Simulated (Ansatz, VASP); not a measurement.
One calculation of Cu, two programs

Contents of INCAR:

```
SYSTEM = Cu
  ALGO = Fast
  EDIFF = 1E-6
  ENCUT = 520
  ISIF = 2
  ISMEAR = 0
  LASPH = .True.
  LCHARG = .True.
  LELF = .True.
  LREAL = .False.
  LVHAR = .True.
  LWAVE = .False.
  NBANDS = 12
  NELM = 80
  PREC = Accurate
  SIGMA = 0.15
```

File KPOINTS:

```
k-points
0
Gamma
  24 24 24
  0 0 0
```

The input POSCAR:

```
Cu
1.0
   -1.4068078158      1.4068078158      1.4910756039
    1.4068078158     -1.4068078158      1.4910756039
    1.4068078158      1.4068078158     -1.4910756039
Cu
1
Direct
    0.0000000000      0.0000000000      0.0000000000
```

Input for Ansatz:

```yaml
crystal:
  lattice:
    - [-1.4068078158, 1.4068078158, 1.4910756039]
    - [1.4068078158, -1.4068078158, 1.4910756039]
    - [1.4068078158, 1.4068078158, -1.4910756039]
  atoms:
    - { symbol: Cu, position: [0.0, 0.0, 0.0] }
basis:
  ecutwfc: 520.0
kpoints:
  mp_grid: { grid: [24, 24, 24] }
hamiltonian:
  xc: lda
  pseudopotentials: { kind: paw, azcp: { folder: soft_1 } }
scf:
  occupations: { method: gaussian, width: 0.15 }
output:
  forces: true
  stress: true
  eigenvalues: true
  write_density: true
  write_potential: true
  elf: true
  volumetric_format: npy
```

Alike in both runs: task single point; functional LDA; k mesh 24 × 24 × 24; occupations gaussian, width 0.15 eV; no spin polarisation.

|  | VASP | Ansatz |
| --- | --- | --- |
| version | VASP 6.6.1 | Ansatz 0.2.0 |
| potentials or method | VASP PAW LDA potentials, release 64 (Cu), cutoff 520 eV | scalar-relativistic, plane waves, PAW |
| valence electrons in the cell | 11 | 19 |

```csv
,VASP,Ansatz,Ansatz less VASP
gap on the k mesh at the Fermi level (eV),none,none,-
pressure (GPa),-10.9,-11.8,-0.91
"traceless stress, the component that is largest in VASP (GPa)",0.75,0.74,-0.015
```

Ansatz warns that its potentials were made for another functional, while VASP's fit it. LDA's correlation is that of Perdew and Zunger in VASP and of Perdew and Wang (1992) in Ansatz. A gap of «none» marks a metal or a gap that the smearing closes. VASP's potentials hold 11 valence electrons a cell and Ansatz's 19, so a difference there can come from the potentials and not from the codes.
